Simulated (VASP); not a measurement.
Here is a VASP 6.6.1 calculation.

INCAR

```
PREC = Accurate
ENCUT = 520
EDIFF = 1E-7
ISMEAR = 0
SIGMA = 0.05
LREAL = False
LASPH = True
NELM = 60
ALGO = Normal
ISIF = 2
LWAVE = False
LCHARG = False
GGA = PS
NBANDS = 18
```

The input KPOINTS:

```
Automatic mesh
0
Gamma
  8 1 6
```

File POSCAR:

```
P
1.0
    3.1852158884      0.0000000000      0.0000000000
    0.0000000000     33.8113200603      0.0000000000
    0.0000000000      0.0000000000      4.6320847100
P
4
Direct
    0.0000000000      0.9702614300      0.5921507200
    0.0000000000      0.0297385700      0.4078492800
    0.5000000000      0.0297385700      0.0921507200
    0.5000000000      0.9702614300      0.9078492800
```

Potentials or basis: VASP PAW PBE potentials, release 64 (P).

Command:

```console
$ cat potpaw_PBE.64/P/POTCAR > POTCAR
$ mpirun -np 1 vasp_std > vasp.out
```

Problem. What does it give for the largest force?

Solution. 0.703 eV/Å.

Problem. Estimate the band gap on the k mesh.

Solution. 1.00 eV, indirect (least direct gap 1.02 eV).

Forces on the atoms (eV/Å):
```
P    0.000 -0.629 -0.313
P    0.000  0.629  0.313
P    0.000  0.629 -0.313
P    0.000 -0.629  0.313
```

Caveat: the cell differs from its parent crystal (strain -0.030 along x and y, +0.000 along z); the PAW data sets were made with another functional, which shifts forces and pressure a little.
